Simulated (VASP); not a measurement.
Set up this calculation in VASP 6.6.1, as the native input.

| Item | Value |
| --- | --- |
| Task | single point |
| Functional | RPBE |
| Potentials or basis | VASP PAW PBE potentials, release 64 (Ag) |
| Cutoff | 520 eV |
| k mesh | 22 × 22 × 22 |
| Occupations | fermi-dirac, width 0.1 eV |
| Spin | no spin polarisation |
| Dipole correction | no |
| Further INCAR settings | ALGO = Normal; EDIFF = 1e-06; NBANDS = 12 |

The structure of Ag lies in POSCAR:

```
Ag
1.0
   -1.6780449037      1.6780449037      1.6780449037
    1.6780449037     -1.6780449037      1.6780449037
    1.6780449037      1.6780449037     -1.6780449037
Ag
1
Direct
    0.0000000000      0.0000000000      0.0000000000
```

The input as run:

INCAR

```
PREC     = Accurate       # precision mode
ENCUT    = 520            # plane-wave cutoff, eV
EDIFF    = 1E-6           # SCF threshold, eV
ISMEAR   = -1             # smearing method
SIGMA    = 0.1            # smearing width, eV
LREAL    = False          # projectors in reciprocal space
LASPH    = True           # aspherical terms in the spheres
NELM     = 60             # most SCF steps
ALGO     = Normal         # electronic algorithm
ISIF     = 2              # what is computed and relaxed
LWAVE    = False          # write WAVECAR
LCHARG   = False          # write CHGCAR
GGA      = RP             # functional
NBANDS   = 12             # bands
```

KPOINTS

```
regular mesh
0
Gamma
  22 22 22
```

Potentials or basis: VASP PAW PBE potentials, release 64 (Ag).

The run is started by

```bash
$ cat potpaw_PBE.64/Ag/POTCAR > POTCAR
$ mpirun -np 1 vasp_std > vasp.out
```

It gave:

The pressure is -0.2 GPa.

Caveat: the PAW data sets were made with another functional, which shifts forces and pressure a little.

Run time: 82 s on 1 thread of Intel Xeon 8259CL, on a shared host, peak memory 0.2 GiB.
